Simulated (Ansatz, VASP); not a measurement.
**Si2W: VASP beside Ansatz**

```
CELL_PARAMETERS angstrom
-1.60154 1.60146 3.90731
1.60137 -1.60144 3.90723
1.60151 1.60141 -3.90730
ATOMIC_POSITIONS crystal
Si 0.33450 0.33452 0.00000
Si 0.66550 0.66549 0.00001
W 0.00000 0.99999 0.99999
```

Change from the starting cell: all atoms moved at random, sigma 0.25 Å a component; relaxed back.

Alike in both runs: functional PBEsol; k mesh 14 × 14 × 14; occupations gaussian, width 0.15 eV; no spin polarisation.

Ansatz relaxed the structure, and its values are those at the end. VASP's run is a single point on that final structure, the one shown.

|  | VASP | Ansatz |
| --- | --- | --- |
| version | VASP 6.6.1 | Ansatz 0.2.0 |
| potentials or method | VASP PAW PBE potentials, release 64 (Si, W_sv), cutoff 520 eV | scalar-relativistic, plane waves, PAW |
| valence electrons in the cell | 22 | 22 |

|  | VASP | Ansatz | Ansatz less VASP |
| --- | --- | --- | --- |
| gap on the k mesh at the Fermi level (eV) | none | none | - |
| pressure (GPa) | 0.3 | 0.0 | -0.35 |

VASP's potentials were made for PBE, not for PBEsol. A gap of «none» marks a metal or a gap that the smearing closes.

Spin-orbit coupling is off throughout.
